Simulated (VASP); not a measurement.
**ReBi: single point with PBE**

Crystal: ReBi.

```
Re Bi
1.0
     0.00000    3.08889    3.08889
     3.08889    0.00000    3.08889
     3.08889    3.08889    0.00000
Re Bi
1 1
Cartesian
  0.0000 0.0000 0.0000
  1.5444 1.5444 1.5444
```

This cell differs from its parent crystal: volume scaled by 0.980.

```yaml
Program: VASP 6.6.1
Task: single point
Functional: PBE
Potentials_or_basis: VASP PAW PBE potentials, release 64 (Re, Bi_d)
Cutoff: 520 eV
k_mesh: 10 × 10 × 10
Occupations: gaussian, width 0.05 eV
Spin: no spin polarisation
```

```
Pressure               : 1.7 GPa
Band gap on the k mesh : zero (filled and empty bands touch)
```

Levels at points of the mesh, in eV from the Fermi level:
| k point | band 7 | band 8 | band 9 | band 10 | band 11 | band 12 | band 13 | band 14 | band 15 | band 16 |
| --- | --- | --- | --- | --- | --- | --- | --- | --- | --- | --- |
| (0.00, 0.00, 0.00) | -2.57 | -2.57 | -2.57 | -0.17 | -0.17 | 2.42 | 5.90 | 5.90 | 5.90 | 7.03 |
| (0.50, 0.00, 0.00) | -4.01 | -2.26 | -2.26 | -0.04 | -0.04 | -0.02 | 3.26 | 3.26 | 4.15 | 8.39 |
| (0.50, 0.50, 0.00) | -4.39 | -1.45 | -1.45 | -0.71 | -0.10 | 0.00 | 0.94 | 0.94 | 5.76 | 6.27 |

It took 50 s on 1 thread of Intel(R) Xeon(R) Platinum 8259CL CPU @ 2.50GHz (Skylake/Cascade Lake), with other jobs on the host, peak memory 0.2 GiB.

Caveat: spin-orbit coupling is left out, which moves the levels of the heavy elements.
